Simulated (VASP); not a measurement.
# AgBr (Fm-3m) in VASP: a series of runs, part 2 of 2

VASP 6.6.1. The steps go on from the part before.

## (4) Single point, HSE06, non-collinear spin, zero start, spin-orbit coupling

POSCAR reads:

```
AgBr
1.0
    0.0000000000      2.8927622870      2.8927622870
    2.8927622870      0.0000000000      2.8927622870
    2.8927622870      2.8927622870      0.0000000000
Ag Br
1 1
Direct
    0.0000000000      0.0000000000      0.0000000000
    0.5000000000      0.5000000000      0.5000000000
```

INCAR.step1 reads:

```
ALGO = Normal ; EDIFF = 1E-5
ENCUT = 400 ; GGA = PE
GGA_COMPAT = F ; ISIF = 2
ISMEAR = 0 ; LASPH = T
LMAXMIX = 4 ; LORBIT = 11
LORBMOM = T ; LREAL = F
LSORBIT = T ; LWAVE = T
MAGMOM = 0 0 0 0 0 0 ; NBANDS = 30
NELM = 200 ; PREC = Accurate
SIGMA = 0.01
```

INCAR.step2 reads:

```
ALGO = Normal ; EDIFF = 1E-6
ENCUT = 400 ; GGA = PE
GGA_COMPAT = F ; HFSCREEN = 0.2079
ISIF = 2 ; ISMEAR = 0
ISTART = 1 ; LASPH = T
LCHARG = T ; LHFCALC = T
LMAXMIX = 4 ; LORBIT = 11
LORBMOM = T ; LREAL = F
LSORBIT = T ; LVHAR = T
LWAVE = F ; MAGMOM = 0 0 0 0 0 0
NBANDS = 30 ; NELM = 200
PREC = Accurate ; PRECFOCK = Normal
SIGMA = 0.01
```

KPOINTS reads:

```
k-points
0
Gamma
  4 4 4
```

Potentials or basis: VASP PAW PBE potentials, release 64 (Ag, Br).

Started as:

```sh
$ cat potpaw_PBE.64/Ag/POTCAR potpaw_PBE.64/Br/POTCAR > POTCAR
$ cp INCAR.step1 INCAR
$ mpirun -np 1 vasp_ncl > vasp.out
$ cp INCAR.step2 INCAR
$ mpirun -np 1 vasp_ncl > vasp.out
```

OUTCAR:

```text
EDIFF = 1E-6
   ENCUT = 400
   GGA = PE
   HFSCREEN = 0.2079
   ISIF = 2
   ISMEAR = 0
   ISTART = 1
   LASPH = T
   LHFCALC = T
   LORBIT = 11
   LREAL = F
   LSORBIT = T
   NELM = 200
   PREC = Accurate
   PRECFOCK = Normal

 ion  position               nearest neighbor table
   1  0.000  0.000  0.000-   2 2.89   2 2.89   2 2.89   2 2.89   2 2.89   2 2.89
   2  0.500  0.500  0.500-   1 2.89   1 2.89   1 2.89   1 2.89   1 2.89   1 2.89

  LATTYP: Found a face centered cubic cell.
 ALAT       =     5.7855245740

  Lattice vectors:

 A1 = (   0.0000000000,   2.8927622870,   2.8927622870)
 A2 = (   2.8927622870,   0.0000000000,   2.8927622870)
 A3 = (   2.8927622870,   2.8927622870,   0.0000000000)

Analysis of symmetry for initial positions (statically):
=====================================================================
 Subroutine PRICEL returns:
 Original cell was already a primitive cell.

 Routine SETGRP: Setting up the symmetry group for a
 face centered cubic supercell.

 Subroutine GETGRP returns: Found 48 space group operations
 (whereof 48 operations were pure point group operations)
 out of a pool of 48 trial point group operations.

The static configuration has the point symmetry O_h .

Analysis of symmetry for dynamics (positions and initial velocities):
=====================================================================
 Subroutine PRICEL returns:
 Original cell was already a primitive cell.

 Routine SETGRP: Setting up the symmetry group for a
 face centered cubic supercell.

 Subroutine GETGRP returns: Found 48 space group operations
 (whereof 48 operations were pure point group operations)
 out of a pool of 48 trial point group operations.

The dynamic configuration has the point symmetry O_h .

Analysis of structural, dynamic, and magnetic symmetry:
=====================================================================
 Subroutine PRICEL returns:
 Original cell was already a primitive cell.

 Routine SETGRP: Setting up the symmetry group for a
 face centered cubic supercell.

 Subroutine GETGRP returns: Found 48 space group operations
 (whereof 48 operations were pure point group operations)
 out of a pool of 48 trial point group operations.

The overall configuration has the point symmetry O_h .

 Subroutine INISYM returns: Found 48 space group operations
 (whereof 48 operations are pure point group operations),
 and found     1 'primitive' translations

----------------------------------------------------------------------------------------

                                     Primitive cell

  volume of cell :      48.4137

  direct lattice vectors                    reciprocal lattice vectors
     0.000000000  2.892762287  2.892762287    -0.172845174  0.172845174  0.172845174
     2.892762287  0.000000000  2.892762287     0.172845174 -0.172845174  0.172845174
     2.892762287  2.892762287  0.000000000     0.172845174  0.172845174 -0.172845174

  length of vectors
     4.090983659  4.090983659  4.090983659     0.299376623  0.299376623  0.299376623

[... 397 lines left out ...]
  Direction    XX          YY          ZZ          XY          YZ          ZX
  --------------------------------------------------------------------------------------
  -------------------------------------------------------------------------------------
  Total        0.2428718      0.2428718      0.2428718      0.0000000     -0.0000000      0.0000000
  in kB        8.0374719      8.0374719      8.0374719      0.0000000     -0.0000000      0.0000000
  external PRESSURE =       8.0374719 kB  Pullay stress =       0.0000000 kB

 VOLUME and BASIS-vectors are now :
 -----------------------------------------------------------------------------
  energy-cutoff  :      400.00
  volume of cell :       48.41
      direct lattice vectors                 reciprocal lattice vectors
     0.000000000  2.892762287  2.892762287    -0.172845174  0.172845174  0.172845174
     2.892762287  0.000000000  2.892762287     0.172845174 -0.172845174  0.172845174
     2.892762287  2.892762287  0.000000000     0.172845174  0.172845174 -0.172845174

 POSITION                                       TOTAL-FORCE (eV/Angst)
 -----------------------------------------------------------------------------------
      0.00000      0.00000      0.00000        -0.000000     -0.000000      0.000000
      2.89276      2.89276      2.89276         0.000000      0.000000     -0.000000
 -----------------------------------------------------------------------------------
    total drift:                               -0.000005     -0.000007     -0.000007

  FREE ENERGIE OF THE ION-ELECTRON SYSTEM (eV)
  ---------------------------------------------------
  free  energy   TOTEN  =        -6.1299875775 eV

  energy  without entropy=       -6.1299875775  energy(sigma->0) =       -6.12998758

 orbital moment (x)

 # of ion     p       d       tot
 ----------------------------------------
  1        -0.000   0.000   0.000
  2         0.000   0.000   0.000
 ----------------------------------------
            0.000   0.000   0.000

 orbital moment (y)

 # of ion     p       d       tot
 ----------------------------------------
  1        -0.000   0.000   0.000
  2         0.000   0.000   0.000
 ----------------------------------------
            0.000   0.000   0.000

 orbital moment (z)

 # of ion     p       d       tot
 ----------------------------------------
  1        -0.000   0.000   0.000
  2         0.000   0.000   0.000
 ----------------------------------------
            0.000   0.000   0.000

 Spin-Orbit-Coupling matrix elements

 Ion:    1  E_soc:     -0.0370417
 l=   1
     0.0000000    -0.0008523    -0.0008523
    -0.0008523     0.0000000    -0.0008523
    -0.0008523    -0.0008523     0.0000000
 l=   2
     0.0000000    -0.0010710     0.0000000    -0.0010710    -0.0042503
    -0.0010710     0.0000000    -0.0031877    -0.0010710    -0.0010626
     0.0000000    -0.0031877     0.0000000    -0.0031877     0.0000000
    -0.0010710    -0.0010710    -0.0031877     0.0000000    -0.0010626
    -0.0042503    -0.0010626     0.0000000    -0.0010626     0.0000000
 l=   3
     0.0000000     0.0000000     0.0000000     0.0000000     0.0000000     0.0000000     0.0000000
     0.0000000     0.0000000     0.0000000     0.0000000     0.0000000     0.0000000     0.0000000
     0.0000000     0.0000000     0.0000000     0.0000000     0.0000000     0.0000000     0.0000000
     0.0000000     0.0000000     0.0000000     0.0000000     0.0000000     0.0000000     0.0000000
     0.0000000     0.0000000     0.0000000     0.0000000     0.0000000     0.0000000     0.0000000
     0.0000000     0.0000000     0.0000000     0.0000000     0.0000000     0.0000000     0.0000000
     0.0000000     0.0000000     0.0000000     0.0000000     0.0000000     0.0000000     0.0000000

 Ion:    2  E_soc:     -0.0539351
 l=   1
     0.0000000    -0.0089795    -0.0089795
    -0.0089795     0.0000000    -0.0089795
    -0.0089795    -0.0089795     0.0000000
 l=   2
     0.0000000     0.0000003     0.0000000     0.0000003    -0.0000100
     0.0000003     0.0000000    -0.0000075     0.0000003    -0.0000025
     0.0000000    -0.0000075     0.0000000    -0.0000075     0.0000000
     0.0000003     0.0000003    -0.0000075     0.0000000    -0.0000025
    -0.0000100    -0.0000025     0.0000000    -0.0000025     0.0000000
 l=   3
     0.0000000     0.0000000     0.0000000     0.0000000     0.0000000     0.0000000     0.0000000
     0.0000000     0.0000000     0.0000000     0.0000000     0.0000000     0.0000000     0.0000000
     0.0000000     0.0000000     0.0000000     0.0000000     0.0000000     0.0000000     0.0000000
     0.0000000     0.0000000     0.0000000     0.0000000     0.0000000     0.0000000     0.0000000
     0.0000000     0.0000000     0.0000000     0.0000000     0.0000000     0.0000000     0.0000000
     0.0000000     0.0000000     0.0000000     0.0000000     0.0000000     0.0000000     0.0000000
     0.0000000     0.0000000     0.0000000     0.0000000     0.0000000     0.0000000     0.0000000

 total charge

# of ion       s       p       d       tot
------------------------------------------
    1        0.194   0.135   9.422   9.752
    2        1.606   3.259   0.020   4.885
--------------------------------------------------
tot          1.800   3.395   9.442  14.637

 magnetization (x)

# of ion       s       p       d       tot
------------------------------------------
    1       -0.000   0.000   0.000  -0.000
    2        0.000   0.000   0.000   0.000
--------------------------------------------------
tot          0.000   0.000   0.000   0.000

 magnetization (y)

# of ion       s       p       d       tot
------------------------------------------
    1        0.000   0.000   0.000   0.000
    2        0.000   0.000   0.000   0.000
--------------------------------------------------
tot          0.000   0.000   0.000   0.000

 magnetization (z)

# of ion       s       p       d       tot
------------------------------------------
    1       -0.000   0.000   0.000  -0.000
    2       -0.000   0.000   0.000  -0.000
--------------------------------------------------
tot         -0.000   0.000   0.000  -0.000
```

Wall time 39 min (1 thread of Intel Xeon Platinum 8259CL at 2.50GHz (Skylake/Cascade Lake), shared host); peak memory 0.37 GiB.

Results:

```yaml
Free_energy: -6.1300 eV
Pressure: 0.8 GPa
Net_moment: 0.00 μB per cell
Valence_electrons_inside_the_program's_atomic_spheres: Ag 9.75; Br 4.88
```

Moments on the atoms (μB; x, y, z):
```
Ag  0.00 0.00 0.00
Br  0.00 0.00 0.00
```

Caveat: the k points lie up to 0.47 Å⁻¹ apart; the PAW data sets were made with another functional, which shifts forces and pressure a little.

## (5) The runs side by side

| task | level | spin | cell | k mesh | cutoff (eV) | smearing | screening parameter | gap on the mesh (eV) | pressure (GPa) |
| --- | --- | --- | --- | --- | --- | --- | --- | --- | --- |
| single point | PBE0 | off | as given | 6 × 6 × 6 | 400 | gaussian 0.01 eV | - | 2.68 | 0.5 |
| relaxation of cell and atoms | HSE06 | off | relaxed | 6 × 6 × 6 | 500 | fermi-dirac 0.02 eV | 0.2079 1/Å | 2.02 | 0.0 |
| single point | HSE06 | non-collinear, zero start, SOC | as given | 4 × 4 × 4 | 400 | gaussian 0.01 eV | 0.2079 1/Å | - | 0.8 |

Alike in all rows: potentials or basis VASP PAW PBE potentials, release 64 (Ag, Br).

Caveats: some runs use coarse meshes; the PAW data sets were made with another functional, which shifts forces and pressure a little.

Absolute energies hang on the potentials; compare differences alone.
